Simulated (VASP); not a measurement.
# KF (P4/mmm) in VASP: notebook

The runs below take KF through single point, with PBEsol.

Everything below comes from runs of VASP 6.6.1. Logs are shortened: lines on timing, memory, paths and dates and some standing lists are left out, and cuts for length are marked.

## 1. The cell of the first run

It takes space group P4/mmm (No. 123, tetragonal). The conventional cell has a = 3.129 Å, b = 3.129 Å, c = 3.389 Å, α = 90.00°, β = 90.00°, γ = 90.00°. K (site symmetry 4/mmm) has 8 F at 2.79 Å and 6 K at 3.13 to 3.39 Å within 3.7 Å. Within 3.7 Å of F (site symmetry 4/mmm) lie 8 K at 2.79 Å and 6 F at 3.13 to 3.39 Å.

## 2. Single point, PBEsol (strain -0.040 along x and y, +0.040 along z)

File INCAR:

```
SYSTEM = KF
ALGO = Normal ; EDIFF = 1E-7
ENCUT = 520 ; GGA = PS
ISIF = 2 ; ISMEAR = 0
LASPH = .True. ; LCHARG = .True.
LELF = .True. ; LREAL = .False.
LVHAR = .True. ; LWAVE = .False.
NBANDS = 15 ; NELM = 80
PREC = Accurate ; SIGMA = 0.05
```

File KPOINTS:

```
k-points
0
Gamma
  8 8 8
  0 0 0
```

File POSCAR:

```
KF
1.0
    3.1285968000      0.0000000000      0.0000000000
    0.0000000000      3.1285968000      0.0000000000
    0.0000000000      0.0000000000      3.3893132000
K F
1 1
Direct
    0.0000000000      0.0000000000      0.0000000000
    0.5000000000      0.5000000000      0.5000000000
```

Potentials or basis: VASP PAW PBE potentials, release 64 (K_sv, F).

Started as:

```console
$ cat potpaw_PBE.64/K_sv/POTCAR potpaw_PBE.64/F/POTCAR > POTCAR
$ mpirun -np 1 vasp_std > vasp.out
```

OUTCAR:

```text
SYSTEM = KF
   EDIFF = 1E-7
   ENCUT = 520
   GGA = PS
   ISIF = 2
   ISMEAR = 0
   LASPH = .True.
   LREAL = .False.
   NELM = 80
   PREC = Accurate

 ion  position               nearest neighbor table
   1  0.000  0.000  0.000-   2 2.79   2 2.79   2 2.79   2 2.79   2 2.79   2 2.79   2 2.79   2 2.79

   2  0.500  0.500  0.500-   1 2.79   1 2.79   1 2.79   1 2.79   1 2.79   1 2.79   1 2.79   1 2.79

  LATTYP: Found a simple tetragonal cell.
 ALAT       =     3.1285968000
 C/A-ratio  =     1.0833333333

  Lattice vectors:

 A1 = (   3.1285968000,   0.0000000000,   0.0000000000)
 A2 = (   0.0000000000,   3.1285968000,   0.0000000000)
 A3 = (   0.0000000000,   0.0000000000,   3.3893132000)

Analysis of symmetry for initial positions (statically):
=====================================================================
 Subroutine PRICEL returns:
 Original cell was already a primitive cell.

 Routine SETGRP: Setting up the symmetry group for a
 simple tetragonal supercell.

 Subroutine GETGRP returns: Found 16 space group operations
 (whereof 16 operations were pure point group operations)
 out of a pool of 16 trial point group operations.

The static configuration has the point symmetry D_4h.

Analysis of symmetry for dynamics (positions and initial velocities):
=====================================================================
 Subroutine PRICEL returns:
 Original cell was already a primitive cell.

 Routine SETGRP: Setting up the symmetry group for a
 simple tetragonal supercell.

 Subroutine GETGRP returns: Found 16 space group operations
 (whereof 16 operations were pure point group operations)
 out of a pool of 16 trial point group operations.

The dynamic configuration has the point symmetry D_4h.

 Subroutine INISYM returns: Found 16 space group operations
 (whereof 16 operations are pure point group operations),
 and found     1 'primitive' translations

----------------------------------------------------------------------------------------

                                     Primitive cell

  volume of cell :      33.1750

  direct lattice vectors                    reciprocal lattice vectors
     3.128596800  0.000000000  0.000000000     0.319632111  0.000000000  0.000000000
     0.000000000  3.128596800  0.000000000     0.000000000  0.319632111  0.000000000
     0.000000000  0.000000000  3.389313200     0.000000000  0.000000000  0.295045026

  length of vectors
     3.128596800  3.128596800  3.389313200     0.319632111  0.319632111  0.295045026

  position of ions in fractional coordinates (direct lattice)
     0.000000000  0.000000000  0.000000000
     0.500000000  0.500000000  0.500000000

  ion indices of the primitive-cell ions
   primitive index   ion index
[... 89 lines left out ...]
   ISMEAR =     0;   SIGMA  =   0.05  broadening in eV -4-tet -1-fermi 0-gaus
   EFERMI_NEDOS =   21; number of points for ismear=-14 and -15
   IALGO  =     38    algorithm
   IMIX   =      4    mixing-type and parameters
     AMIX     =   0.40;   BMIX     =  1.00
     AMIX_MAG =   1.60;   BMIX_MAG =  1.00
  volume/ion in A,a.u.               =      16.59       111.94
  Fermi-wavevector in a.u.,A,eV,Ry     =   1.283841  2.426107 22.425767  1.648247
  Thomas-Fermi vector in A             =   2.416070
   LORBIT       =      0    0 simple, 1 ext, 2 COOP (PROOUT), +10 PAW based schemes
   GGA     = PS    functional components
   LHFCALC =     F    Hartree Fock is set to
   AEXX    =    0.0000 exact exchange contribution
   IVDW    =     0    specifies the selected vdW correction
   LEPSILON=     F    determine dielectric tensor
   LRPA    =     F    only Hartree local field effects (RPA)
 non-spin polarized calculation
 Gauss-broadening in eV      SIGMA  =   0.05
  energy-cutoff  :      520.00
  volume of cell :       33.17
 maximum number of plane-waves:       912
 NGX is ok and might be reduce to    24
   NGX = 11   NGY = 11   NGZ = 13

 number of electron      15.9999999 magnetization

 Free energy of the ion-electron system (eV)
  ---------------------------------------------------
  ext. energy  EPLUGINS =         0.00000000
  ---------------------------------------------------
  free energy    TOTEN  =        -8.31471660 eV

  energy without entropy =       -8.31471660  energy(sigma->0) =       -8.31471660

 E-fermi :  -1.5648     XC(G=0):  -9.4740

 val. band max:       -1.8880312554   @ k =   0.5000   0.0000   0.5000
 cond. band min:       4.3370928632   @ k =   0.0000   0.0000   0.0000
 fundamental gap:      6.2251241186
 Fermi energy:        -1.5648080208

 k-point     1 :       0.0000    0.0000    0.0000
  band No.  band energies     occupation
      1     -28.8097      2.00000
      2     -20.8071      2.00000
      3     -11.9613      2.00000
      4     -11.7551      2.00000
      5     -11.7551      2.00000
      6      -2.2079      2.00000
      7      -1.9371      2.00000
      8      -1.9371      2.00000
      9       4.3371      0.00000
     10       6.1456      0.00000
     11       6.2853      0.00000
     12      11.9283      0.00000
     13      11.9283      0.00000
     14      12.4393      0.00000
[... 401 lines left out ...]
      2     -20.7912      2.00000
      3     -12.7502      2.00000
      4     -11.8773      2.00000
      5     -11.7840      2.00000
      6      -3.1360      2.00000
      7      -2.4232      2.00000
      8      -2.0930      2.00000
      9       7.7810      0.00000
     10       8.1809      0.00000
     11       8.1846      0.00000
     12       9.6588      0.00000
     13      11.4085      0.00000
     14      11.5051      0.00000
     15      15.5612      0.00000

 [... further k-points ...]

------------------------ aborting loop because EDIFF is reached ----------------------------------------

  FORCE on cell =-STRESS in cart. coord.  units (eV):
  Direction    XX          YY          ZZ          XY          YZ          ZX
  --------------------------------------------------------------------------------------
  -------------------------------------------------------------------------------------
  Total        0.2454860      0.2454860     -1.2314016      0.0000000      0.0000000      0.0000000
  in kB       11.8556787     11.8556787    -59.4701997      0.0000000      0.0000000      0.0000000
  external PRESSURE =     -11.9196141 kB  Pullay stress =       0.0000000 kB

 VOLUME and BASIS-vectors are now :
 -----------------------------------------------------------------------------
  energy-cutoff  :      520.00
  volume of cell :       33.17
      direct lattice vectors                 reciprocal lattice vectors
     3.128596800  0.000000000  0.000000000     0.319632111  0.000000000  0.000000000
     0.000000000  3.128596800  0.000000000     0.000000000  0.319632111  0.000000000
     0.000000000  0.000000000  3.389313200     0.000000000  0.000000000  0.295045026

 POSITION                                       TOTAL-FORCE (eV/Angst)
 -----------------------------------------------------------------------------------
      0.00000      0.00000      0.00000         0.000000      0.000000      0.000000
      1.56430      1.56430      1.69466         0.000000      0.000000      0.000000
 -----------------------------------------------------------------------------------
    total drift:                                0.000000      0.000000     -0.000000

  FREE ENERGIE OF THE ION-ELECTRON SYSTEM (eV)
  ---------------------------------------------------
  free  energy   TOTEN  =        -8.3147166046 eV

  energy  without entropy=       -8.3147166046  energy(sigma->0) =       -8.31471660
```

stdout:

```text
POSCAR found type information on POSCAR K F
 POSCAR found :  2 types and       2 ions
 scaLAPACK will be used
 -----------------------------------------------------------------------------
|                                                                             |
|                                                                             |
|     You enforced a specific xc type in the INCAR file but a different       |
|     I HOPE YOU KNOW WHAT YOU ARE DOING!                                     |
|                                                                             |
 -----------------------------------------------------------------------------

 LDA part: xc-table for (Slater+PW92), standard interpolation
 POSCAR, INCAR and KPOINTS ok, starting setup
 FFT: planning ... GRIDC
 FFT: planning ... GRID_SOFT
 FFT: planning ... GRID
 WAVECAR not read
 entering main loop
```

Run time: 42 s. Hardware: 1 thread of Intel Xeon 8259CL, shared host; peak memory 0.16 GiB.

What came out:

| Property | Result |
| --- | --- |
| Free energy | -8.3147 eV |
| Pressure | -1.2 GPa |
| Band gap on the k mesh | 6.23 eV (least direct gap 6.27 eV) |

Stress tensor (GPa, compression positive):
```
 1.19  0.00  0.00
 0.00  1.19  0.00
 0.00  0.00 -5.95
```

Levels at points of the mesh, in eV from the valence-band top:
| k point | band 4 | band 5 | band 6 | band 7 | band 8 | band 9 | band 10 | band 11 | band 12 | band 13 |
| --- | --- | --- | --- | --- | --- | --- | --- | --- | --- | --- |
| (0.00, 0.00, 0.00) | -9.87 | -9.87 | -0.32 | -0.05 | -0.05 | 6.23 | 8.03 | 8.17 | 13.82 | 13.82 |
| (0.50, 0.00, 0.00) | -9.89 | -9.72 | -1.43 | -0.50 | -0.13 | 9.17 | 9.74 | 11.09 | 11.98 | 12.43 |
| (0.50, 0.50, 0.00) | -10.90 | -9.77 | -0.76 | -0.76 | -0.26 | 7.83 | 9.19 | 11.28 | 11.28 | 14.93 |
| (0.00, 0.00, 0.50) | -9.78 | -9.78 | -1.41 | -0.19 | -0.19 | 8.92 | 8.92 | 10.77 | 12.96 | 12.96 |
| (0.50, 0.00, 0.50) | -10.60 | -9.67 | -0.79 | -0.68 | 0.00 | 8.54 | 8.76 | 11.87 | 12.45 | 14.03 |
| (0.50, 0.50, 0.50) | -10.73 | -10.33 | -1.25 | -1.25 | -1.20 | 9.77 | 10.68 | 10.68 | 15.01 | 15.40 |

Caveat: the cell differs from its parent crystal (strain -0.040 along x and y, +0.040 along z); the PAW data sets were made with another functional, which shifts forces and pressure a little.

## 3. Single point, PBEsol (strain -0.040 along x and y, +0.080 along z)

File INCAR:

```
SYSTEM = KF
PREC = Accurate
ENCUT = 520
EDIFF = 1E-6
ISMEAR = 0
SIGMA = 0.05
LREAL = .FALSE.
LASPH = .TRUE.
NELM = 100
ALGO = Normal
ISIF = 2
LWAVE = .FALSE.
LCHARG = .FALSE.
GGA = PS
NBANDS = 15
```

File KPOINTS:

```
Automatic mesh
0
G
  8 8 8
  0 0 0
```

Changes to POSCAR since step 2:

```diff
@@ -4,3 +4,3 @@
     0.0000000000      3.1285968000      0.0000000000
-    0.0000000000      0.0000000000      3.3893132000
+    0.0000000000      0.0000000000      3.5196714000
 K F
```

Potentials or basis: VASP PAW PBE potentials, release 64 (K_sv, F).

Started as:

```console
$ cat potpaw_PBE.64/K_sv/POTCAR potpaw_PBE.64/F/POTCAR > POTCAR
$ mpirun -np 1 vasp_std > vasp.out
```

Run time: 43 s. Hardware: 1 thread of Intel Xeon 8259CL, shared host; peak memory 0.16 GiB.

The run converged. Its results:

```
Free energy            : -8.2563 eV
Pressure               : -2.3 GPa
Band gap on the k mesh : 5.85 eV (least direct gap 5.91 eV)
```

Stress tensor (GPa, compression positive):
```
 1.09  0.00  0.00
 0.00  1.09  0.00
 0.00  0.00 -9.12
```

Levels at points of the mesh, in eV from the valence-band top:
| k point | band 6 | band 7 | band 8 | band 9 | band 10 | band 11 |
| --- | --- | --- | --- | --- | --- | --- |
| (0.00, 0.00, 0.00) | -0.44 | -0.06 | -0.06 | 5.85 | 7.89 | 8.03 |
| (0.50, 0.00, 0.00) | -1.43 | -0.62 | -0.10 | 8.90 | 9.65 | 10.65 |
| (0.50, 0.50, 0.00) | -0.81 | -0.81 | -0.36 | 7.42 | 9.14 | 10.81 |
| (0.00, 0.00, 0.50) | -1.41 | -0.18 | -0.18 | 8.36 | 8.63 | 10.24 |
| (0.50, 0.00, 0.50) | -0.87 | -0.72 | 0.00 | 8.40 | 8.47 | 11.62 |
| (0.50, 0.50, 0.50) | -1.22 | -1.22 | -1.17 | 9.19 | 10.48 | 10.48 |

Caveat: the cell differs from its parent crystal (strain -0.040 along x and y, +0.080 along z); the PAW data sets were made with another functional, which shifts forces and pressure a little. A k mesh can miss the band edges.

(Part 1 of 2 ends here.)
